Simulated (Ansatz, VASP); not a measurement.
**One calculation of ZnS, two programs**

```xyz
4
Lattice="3.9224 0.0000 0.0000 -1.9612 3.3969 0.0000 0.0000 0.0000 6.3053" Properties=species:S:1:pos:R:3 pbc="T T T"
Zn    0.0000    2.2646    0.0329
Zn    1.9612    1.1323    3.1856
S     0.0000    2.2646    2.3946
S     1.9612    1.1323    5.5473
```

Change from the starting cell: strain +0.0200 x Voigt [1, 1, 0, 0, 0, 0], atoms carried along.

Alike in both runs: task single point; functional PBE; k mesh 12 × 12 × 4; occupations gaussian, width 0.05 eV; no spin polarisation.

|  | VASP | Ansatz |
| --- | --- | --- |
| version | VASP 6.6.1 | Ansatz 0.2.0 |
| potentials or method | VASP PAW PBE potentials, release 64 (Zn, S), cutoff 520 eV | scalar-relativistic, plane waves, PAW |
| valence electrons in the cell | 36 | 36 |

```tsv
	VASP	Ansatz	Ansatz less VASP
gap on the k mesh at the Fermi level (eV)	1.94	1.93	-0.002
least direct gap on the mesh (eV)	1.94	1.93	-0.002
pressure (GPa)	-2.3	-2.5	-0.12
traceless stress, the component that is largest in VASP (GPa)	1.50	1.49	-0.010
rms of the force components (eV/Å)	0.057	0.057	-0.0007
```

Atom by atom the forces differ by 0.001 eV/Å (rms over components).
